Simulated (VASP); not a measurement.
A run of VASP 6.6.1:

The input POSCAR:

```
Pd
1.0
    0.0000000000      1.9567730079      1.9567730079
    1.9567730079      0.0000000000      1.9567730079
    1.9567730079      1.9567730079      0.0000000000
Pd
1
Direct
    0.0000000000      0.0000000000      0.0000000000
```

Contents of INCAR.step1:

```
PREC = Accurate ; ENCUT = 520
ISMEAR = 1 ; SIGMA = 0.01
LREAL = F ; LASPH = T
NELM = 150 ; ISPIN = 2
MAGMOM = 0.436 ; LMAXMIX = 4
NBANDS = 15 ; GGA = PE
ALGO = Normal ; EDIFF = 1E-4
LWAVE = T ; LCHARG = F
```

INCAR.step2

```
PREC = Accurate ; ENCUT = 520
EDIFF = 1E-6 ; ISMEAR = 1
SIGMA = 0.01 ; LREAL = F
LASPH = T ; NELM = 150
ALGO = Normal ; ISIF = 2
LWAVE = F ; LCHARG = F
ISPIN = 2 ; MAGMOM = 0.436
LORBIT = 11 ; LMAXMIX = 4
METAGGA = R2SCAN ; LMIXTAU = T
NBANDS = 15 ; ISTART = 1
```

File KPOINTS:

```
Automatic mesh
0
Gamma
  14 14 14
```

Potentials or basis: VASP PAW PBE potentials, release 64 (Pd).

The run is started by

```console
$ cat potpaw_PBE.64/Pd/POTCAR > POTCAR
$ cp INCAR.step1 INCAR
$ mpirun -np 1 vasp_std > vasp.out
$ cp INCAR.step2 INCAR
$ mpirun -np 1 vasp_std > vasp.out
```

Hardware: 1 thread of Intel(R) Xeon(R) 6975P-C (Granite Rapids) (shared host).

Task: How long does it take, and how much memory?

Result: Run time: 61 s on 1 thread of Intel(R) Xeon(R) 6975P-C (Granite Rapids) (shared host), peak memory 0.18 GiB. Counts: k points 104.
